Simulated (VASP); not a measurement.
A run of VASP 6.6.1 is set up as follows.

Contents of INCAR:

```
PREC     = Accurate       # precision mode
ENCUT    = 520            # plane-wave cutoff, eV
EDIFF    = 1E-8           # SCF threshold, eV
ISMEAR   = -1             # smearing method
SIGMA    = 0.01           # smearing width, eV
LREAL    = Auto         
LASPH    = T              # aspherical terms in the spheres
NELM     = 100            # most SCF steps
ALGO     = Normal         # electronic algorithm
ISIF     = 2              # what is computed and relaxed
LWAVE    = F              # write WAVECAR
LCHARG   = F              # write CHGCAR
GGA      = PE             # functional
LEFG     = T            
NBANDS   = 182            # bands
```

The input KPOINTS:

```
regular mesh
0
Gamma
  3 3 2
```

File POSCAR:

```
Sn15PbO16
1.0
    7.6273904400      0.0000000000      0.0000000000
    0.0000000000      7.6273904400      0.0000000000
    0.0000000000      0.0000000000      9.7738266000
Pb Sn O
1 15 16
Direct
    0.0000000000      0.2500000000      0.1176869300
    0.0000000000      0.2500000000      0.6176869300
    0.0000000000      0.7500000000      0.1176869300
    0.0000000000      0.7500000000      0.6176869300
    0.5000000000      0.2500000000      0.1176869300
    0.5000000000      0.2500000000      0.6176869300
    0.5000000000      0.7500000000      0.1176869300
    0.5000000000      0.7500000000      0.6176869300
    0.2500000000      0.0000000000      0.3823130700
    0.2500000000      0.0000000000      0.8823130700
    0.2500000000      0.5000000000      0.3823130700
    0.2500000000      0.5000000000      0.8823130700
    0.7500000000      0.0000000000      0.3823130700
    0.7500000000      0.0000000000      0.8823130700
    0.7500000000      0.5000000000      0.3823130700
    0.7500000000      0.5000000000      0.8823130700
    0.2500000000      0.2500000000      0.0000000000
    0.2500000000      0.2500000000      0.5000000000
    0.2500000000      0.7500000000      0.0000000000
    0.2500000000      0.7500000000      0.5000000000
    0.7500000000      0.2500000000      0.0000000000
    0.7500000000      0.2500000000      0.5000000000
    0.7500000000      0.7500000000      0.0000000000
    0.7500000000      0.7500000000      0.5000000000
    0.0000000000      0.0000000000      0.0000000000
    0.0000000000      0.0000000000      0.5000000000
    0.0000000000      0.5000000000      0.0000000000
    0.0000000000      0.5000000000      0.5000000000
    0.5000000000      0.0000000000      0.0000000000
    0.5000000000      0.0000000000      0.5000000000
    0.5000000000      0.5000000000      0.0000000000
    0.5000000000      0.5000000000      0.5000000000
```

Potentials or basis: VASP PAW PBE potentials, release 64 (Pb_d, Sn_d, O).

Command:

```console
$ cat potpaw_PBE.64/Pb_d/POTCAR potpaw_PBE.64/Sn_d/POTCAR potpaw_PBE.64/O/POTCAR > POTCAR
$ mpirun -np 1 vasp_std > vasp.out
```

(1) Predict the pressure.

(2) Predict the band gap on the k mesh.

## Answers

(1) 4.8 GPa.

(2) 0.21 eV.

Caveat: without QUAD_EFG the Cq values of the log hold for a quadrupole moment of 1 mb, not for the nuclei; spin-orbit coupling is left out, which moves the levels of the heavy elements.
